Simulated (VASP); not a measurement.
# Au (R-3) in VASP: single point with PBE

Aim: the single point of Au with PBE.

Everything below comes from runs of VASP 6.6.1. Logs are shortened: lines on timing, memory, paths and dates and some standing lists are left out, and cuts for length are marked.

## 1. The cell of the first run

Symmetry: R-3, No. 148, trigonal system. Conventional cell: a = 10.009 Å, b = 10.009 Å, c = 3.928 Å, α = 90.00°, β = 90.00°, γ = 120.00°. Within 2.5 Å of Au (site symmetry 1) lie 2 Au at 1.92 Å.

## 2. Single point, PBE

Input file INCAR:

```
  ALGO = Fast
  EDIFF = 1E-6
  ENCUT = 520
  GGA = PE
  ISIF = 2
  ISMEAR = 0
  LASPH = T
  LCHARG = T
  LELF = T
  LREAL = F
  LVHAR = T
  LWAVE = F
  NBANDS = 42
  NELM = 60
  PREC = Accurate
  SIGMA = 0.1
```

Input file KPOINTS:

```
k-points
0
Gamma
  6 6 6
```

Input file POSCAR:

```
Au
1.0
    5.0043372497      2.8892554582      1.3092621468
   -5.0043372497      2.8892554582      1.3092621468
    0.0000000000     -5.7785109164      1.3092621468
Au
6
Direct
    0.5845000000      0.3510000000      0.2465000000
    0.2465000000      0.5845000000      0.3510000000
    0.3510000000      0.2465000000      0.5845000000
    0.4155000000      0.6490000000      0.7535000000
    0.7535000000      0.4155000000      0.6490000000
    0.6490000000      0.7535000000      0.4155000000
```

Potentials or basis: VASP PAW PBE potentials, release 64 (Au).

Command:

```sh
$ cat potpaw_PBE.64/Au/POTCAR > POTCAR
$ mpirun -np 1 vasp_std > vasp.out
```

OUTCAR:

```text
EDIFF = 1E-6
   ENCUT = 520
   GGA = PE
   ISIF = 2
   ISMEAR = 0
   LASPH = T
   LREAL = F
   NELM = 60
   PREC = Accurate

 ion  position               nearest neighbor table
   1  0.584  0.351  0.246-   5 1.92   6 1.92   3 3.00   2 3.00   3 3.20   2 3.20   4 3.23   4 3.44
                             5 3.55   6 3.55   4 3.56
   2  0.246  0.584  0.351-   4 1.92   6 1.92   3 3.00   1 3.00   1 3.20   3 3.20   5 3.23   5 3.44
                             4 3.55   6 3.55   5 3.56
   3  0.351  0.246  0.584-   5 1.92   4 1.92   1 3.00   2 3.00   1 3.20   2 3.20   6 3.23   6 3.44
                             5 3.55   4 3.55   6 3.56
   4  0.416  0.649  0.754-   2 1.92   3 1.92   6 3.00   5 3.00   6 3.20   5 3.20   1 3.23   1 3.44
                             2 3.55   3 3.55   1 3.56
   5  0.754  0.416  0.649-   1 1.92   3 1.92   6 3.00   4 3.00   4 3.20   6 3.20   2 3.23   2 3.44
                             1 3.55   3 3.55   2 3.56
   6  0.649  0.754  0.416-   2 1.92   1 1.92   4 3.00   5 3.00   4 3.20   5 3.20   3 3.23   3 3.44
                             2 3.55   1 3.55   3 3.56

  LATTYP: Found a trigonal (rhomboedric) cell.
 ALAT       =     5.9249772810
 COS(alpha) =    -0.4267561602

  Lattice vectors:

 A1 = (   5.0043372497,   2.8892554582,   1.3092621468)
 A2 = (  -5.0043372497,   2.8892554582,   1.3092621468)
 A3 = (   0.0000000000,  -5.7785109164,   1.3092621468)

Analysis of symmetry for initial positions (statically):
=====================================================================
 Subroutine PRICEL returns:
 Original cell was already a primitive cell.

 Routine SETGRP: Setting up the symmetry group for a
 trigonal (rhombohedral) supercell.

 Subroutine GETGRP returns: Found  6 space group operations
 (whereof  6 operations were pure point group operations)
 out of a pool of 12 trial point group operations.

The static configuration has the point symmetry S_6 .

Analysis of symmetry for dynamics (positions and initial velocities):
=====================================================================
 Subroutine PRICEL returns:
 Original cell was already a primitive cell.

 Routine SETGRP: Setting up the symmetry group for a
 trigonal (rhombohedral) supercell.

 Subroutine GETGRP returns: Found  6 space group operations
 (whereof  6 operations were pure point group operations)
 out of a pool of 12 trial point group operations.

The dynamic configuration has the point symmetry S_6 .

 Subroutine INISYM returns: Found  6 space group operations
 (whereof  6 operations are pure point group operations),
 and found     1 'primitive' translations

----------------------------------------------------------------------------------------

                                     Primitive cell

  volume of cell :     113.5822

  direct lattice vectors                    reciprocal lattice vectors
     5.004337250  2.889255458  1.309262147     0.099913330  0.057684988  0.254596327
    -5.004337250  2.889255458  1.309262147    -0.099913330  0.057684988  0.254596327
     0.000000000 -5.778510916  1.309262147     0.000000000 -0.115369976  0.254596327

  length of vectors
     5.924977281  5.924977281  5.924977281     0.279516584  0.279516584  0.279516584

  position of ions in fractional coordinates (direct lattice)
     0.584500000  0.351000000  0.246500000
     0.246500000  0.584500000  0.351000000
     0.351000000  0.246500000  0.584500000
     0.415500000  0.649000000  0.753500000
     0.753500000  0.415500000  0.649000000
     0.649000000  0.753500000  0.415500000

  ion indices of the primitive-cell ions
   primitive index   ion index
                 1           1
                 2           2
                 3           3
                 4           4
                 5           5
                 6           6

----------------------------------------------------------------------------------------

 KPOINTS: k-points

Automatic generation of k-mesh.
 Grid dimensions read from file:
 generate k-points for:    6    6    6

 Generating k-lattice:

  Cartesian coordinates                     Fractional coordinates (reciprocal lattice)
     0.016652222  0.009614165  0.042432721     0.166666667 -0.000000000  0.000000000
    -0.016652222  0.009614165  0.042432721    -0.000000000  0.166666667  0.000000000
     0.000000000 -0.019228329  0.042432721     0.000000000  0.000000000  0.166666667

  Length of vectors
     0.046586097  0.046586097  0.046586097

  Shift w.r.t. Gamma in fractional coordinates (k-lattice)
     0.000000000  0.000000000  0.000000000

 Subroutine IBZKPT returns following result:
 ===========================================

 Found     40 irreducible k-points:

 Following reciprocal coordinates:
            Coordinates               Weight
  0.000000  0.000000  0.000000      1.000000
  0.166667 -0.000000  0.000000      6.000000
  0.333333  0.000000 -0.000000      6.000000
  0.500000 -0.000000  0.000000      3.000000
  0.166667  0.166667  0.000000      6.000000
  0.333333  0.166667  0.000000      6.000000
[... 16 lines left out ...]
  0.333333  0.333333  0.166667      6.000000
  0.500000  0.333333  0.166667      6.000000
 [... further k-points ...]
   k-points           NKPTS =     40   k-points in BZ     NKDIM =     40   number of bands    NBANDS=     42
   number of dos      NEDOS =    301   number of ions     NIONS =      6
   total plane-waves  NPLWV = 110592
   dimension x,y,z NGX =    48 NGY =   48 NGZ =   48
   dimension x,y,z NGXF=    96 NGYF=   96 NGZF=   96
   ions per type =               6
   NGX,Y,Z   is equivalent  to a cutoff of  13.47, 13.47, 13.47 a.u.
   NGXF,Y,Z  is equivalent  to a cutoff of  26.94, 26.94, 26.94 a.u.
 SYSTEM =  unknown system
   PREC   = accura    normal or accurate (medium, high low for compatibility)
   ISTART =      0    job   : 0-new  1-cont  2-samecut
   ICHARG =      2    charge: 1-file 2-atom 10-const
   ISPIN  =      1    spin polarized calculation?
   LNONCOLLINEAR =      F non collinear calculations
   LSORBIT =      F    spin-orbit coupling
   LASPH  =      T    aspherical Exc in radial PAW
   ENCUT  =  520.0 eV  38.22 Ry    6.18 a.u.  11.02 11.02 11.02*2*pi/ulx,y,z
   NELM   =     60;   NELMIN=  2; NELMDL= -5     # of ELM steps
   EDIFF  = 0.1E-05   stopping-criterion for ELM
   LREAL  =      F    real-space projection
   EDIFFG = 0.1E-04   stopping-criterion for IOM
   NSW    =      0    number of steps for IOM
   IBRION =     -1    ionic relax: 0-MD 1-quasi-New 2-CG
   NFREE  =      0    steps in history (QN), initial steepest desc. (CG)
   ISIF   =      2    stress and relaxation
   ISYM   =      2    0-nonsym 1-usesym 2-fastsym
   POTIM  = 0.5000    time-step for ionic-motion
   TEBEG  =    0.0;   TEEND  =   0.0 temperature during run
   PSTRESS=    0.0 pullay stress
   NELECT =      66.0000    total number of electrons
   NUPDOWN=      -1.0000    fix difference up-down
   EMIN   =  10.00;   EMAX   =-10.00  energy-range for DOS
   EFERMI =   0.00;   METHOD = LEGACY
   ISMEAR =     0;   SIGMA  =   0.10  broadening in eV -4-tet -1-fermi 0-gaus
   EFERMI_NEDOS =   21; number of points for ismear=-14 and -15
   IALGO  =     68    algorithm
   IMIX   =      4    mixing-type and parameters
     AMIX     =   0.40;   BMIX     =  1.00
     AMIX_MAG =   1.60;   BMIX_MAG =  1.00
  volume/ion in A,a.u.               =      18.93       127.75
  Fermi-wavevector in a.u.,A,eV,Ry     =   1.366111  2.581576 25.392002  1.866260
  Thomas-Fermi vector in A             =   2.492280
   LORBIT       =      0    0 simple, 1 ext, 2 COOP (PROOUT), +10 PAW based schemes
   GGA     = PE    functional components
   LHFCALC =     F    Hartree Fock is set to
   AEXX    =    0.0000 exact exchange contribution
   IVDW    =     0    specifies the selected vdW correction
   LEPSILON=     F    determine dielectric tensor
   LRPA    =     F    only Hartree local field effects (RPA)
 non-spin polarized calculation
 RMM-DIIS sequential band-by-band and
 Gauss-broadening in eV      SIGMA  =   0.10
  energy-cutoff  :      520.00
  volume of cell :      113.58
 maximum number of plane-waves:      3094
 NGX is ok and might be reduce to    48
   NGX = 21   NGY = 21   NGZ = 21

 number of electron      65.9999998 magnetization

 Free energy of the ion-electron system (eV)
  ---------------------------------------------------
  ext. energy  EPLUGINS =         0.00000000
  ---------------------------------------------------
  free energy    TOTEN  =        23.57647551 eV

  energy without entropy =       23.59752231  energy(sigma->0) =       23.58699891

 E-fermi :   8.5611     XC(G=0): -11.6454

 val. band max:        8.5593718277   @ k =   0.5000   0.5000   0.0000
 cond. band min:       8.5866547456   @ k =   0.1667  -0.1667  -0.3333
 fundamental gap:      0.0272829179
 Fermi energy:         8.5611139958

 k-point     1 :       0.0000    0.0000    0.0000
  band No.  band energies     occupation
      1      -2.2374      2.00000
      2      -1.6762      2.00000
      3      -1.5294      2.00000
      4      -1.5294      2.00000
      5      -1.4056      2.00000
      6      -1.4056      2.00000
[... 34 lines left out ...]
     41      16.1662      0.00000
     42      16.6265      0.00000

 k-point     2 :       0.1667   -0.0000    0.0000
  band No.  band energies     occupation
      1      -2.2493      2.00000
      2      -1.7043      2.00000
      3      -1.5150      2.00000
      4      -1.4855      2.00000
      5      -1.4293      2.00000
      6      -1.3897      2.00000
[... 34 lines left out ...]
     41      17.8837      0.00000
     42      18.2947      0.00000

 k-point     3 :       0.3333    0.0000   -0.0000
  band No.  band energies     occupation
      1      -2.2735      2.00000
      2      -1.7488      2.00000
      3      -1.5082      2.00000
      4      -1.4782      2.00000
      5      -1.4352      2.00000
      6      -1.3245      2.00000
[... 897 lines left out ...]
      4      -1.4805      2.00000
      5      -1.2788      2.00000
      6      -1.2393      2.00000
[... 34 lines left out ...]
     41      16.7725      0.00000
     42      16.8772      0.00000

 k-point    24 :       0.5000    0.3333    0.1667
  band No.  band energies     occupation
      1      -2.2930      2.00000
      2      -1.8489      2.00000
      3      -1.5438      2.00000
      4      -1.4500      2.00000
      5      -1.3147      2.00000
      6      -1.2994      2.00000
[... 34 lines left out ...]
     41      16.4419      0.00000
     42      16.6981      0.00000

 [... further k-points ...]

------------------------ aborting loop because EDIFF is reached ----------------------------------------

  FORCE on cell =-STRESS in cart. coord.  units (eV):
  Direction    XX          YY          ZZ          XY          YZ          ZX
  --------------------------------------------------------------------------------------
  -------------------------------------------------------------------------------------
  Total      141.1545408    141.1545408     59.3868461     -0.0000005      0.0000000      0.0000000
  in kB     1991.1091196   1991.1091196    837.7037696     -0.0000067      0.0000000      0.0000000
  external PRESSURE =    1606.6406696 kB  Pullay stress =       0.0000000 kB

 VOLUME and BASIS-vectors are now :
 -----------------------------------------------------------------------------
  energy-cutoff  :      520.00
  volume of cell :      113.58
      direct lattice vectors                 reciprocal lattice vectors
     5.004337250  2.889255458  1.309262147     0.099913330  0.057684988  0.254596327
    -5.004337250  2.889255458  1.309262147    -0.099913330  0.057684988  0.254596327
     0.000000000 -5.778510916  1.309262147     0.000000000 -0.115369976  0.254596327

 POSITION                                       TOTAL-FORCE (eV/Angst)
 -----------------------------------------------------------------------------------
      1.16851      1.27850      1.54755        19.049661     20.815209    -25.279582
     -1.69147      0.37271      1.54755       -27.551330      6.089886    -25.279582
      0.52295     -1.65121      1.54755         8.501669    -26.905095    -25.279582
     -1.16851     -1.27850      2.38024       -19.049661    -20.815209     25.279582
      1.69147     -0.37271      2.38024        27.551330     -6.089886     25.279582
     -0.52295      1.65121      2.38024        -8.501669     26.905095     25.279582
 -----------------------------------------------------------------------------------
    total drift:                                0.000000     -0.000000      0.000000

  FREE ENERGIE OF THE ION-ELECTRON SYSTEM (eV)
  ---------------------------------------------------
  free  energy   TOTEN  =        23.5764755144 eV

  energy  without entropy=       23.5975223099  energy(sigma->0) =       23.58699891
```

It took 6.1 min on 1 thread of Intel Xeon Platinum 8259CL at 2.50GHz (Skylake/Cascade Lake), shared host; peak memory 0.38 GiB.

Results:

- Free energy: 23.5765 eV
- Pressure: 160.7 GPa
- Largest force: 37.884 eV/Å
- Band gap on the k mesh: zero (band 33 reaches 8.81 eV, above the bottom of band 34 at 8.29 eV)

Forces in eV/Å, atoms in the order of the input:
```
Au   19.050  20.815 -25.280
Au  -27.551   6.090 -25.280
Au    8.502 -26.905 -25.280
Au  -19.050 -20.815  25.280
Au   27.551  -6.090  25.280
Au   -8.502  26.905  25.280
```

Stress tensor (GPa, compression positive):
```
199.11   0.00   0.00
  0.00 199.11   0.00
  0.00   0.00  83.77
```

Caveat: spin-orbit coupling is left out, which moves the levels of the heavy elements; forces of over 1 eV/Å act on the atoms, so gaps and moduli don't describe the material at rest.
